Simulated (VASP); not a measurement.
A run of VASP 6.6.1 is set up as follows.

Contents of INCAR:

```
  ALGO = Normal
  EDIFF = 1E-6
  ENCUT = 500
  GGA = PE
  GGA_COMPAT = False
  ISIF = 2
  ISMEAR = 0
  LASPH = True
  LCHARG = False
  LREAL = False
  LWAVE = False
  NBANDS = 14
  NELM = 120
  PREC = Accurate
  SIGMA = 0.01
```

File KPOINTS:

```
k-points
0
Gamma
  5 5 5
```

POSCAR

```
NaI
1.0
    0.0000000000      3.2894651692      3.2894651692
    3.2894651692      0.0000000000      3.2894651692
    3.2894651692      3.2894651692      0.0000000000
Na I
1 1
Direct
    0.0000000000      0.0000000000      0.0000000000
    0.5000000000      0.5000000000      0.5000000000
```

Potentials or basis: VASP PAW PBE potentials, release 64 (Na_pv, I).

Launch:

```sh
$ cat potpaw_PBE.64/Na_pv/POTCAR potpaw_PBE.64/I/POTCAR > POTCAR
$ mpirun -np 1 vasp_std > vasp.out
```

Problem. What does it give for the pressure?

Solution. -0.3 GPa.

Problem. Estimate the band gap on the k mesh.

Solution. 3.52 eV, direct.

Caveat: spin-orbit coupling is left out, which moves the levels of the heavy elements. PBE gaps usually lie below the measured ones, often by a third to a half.
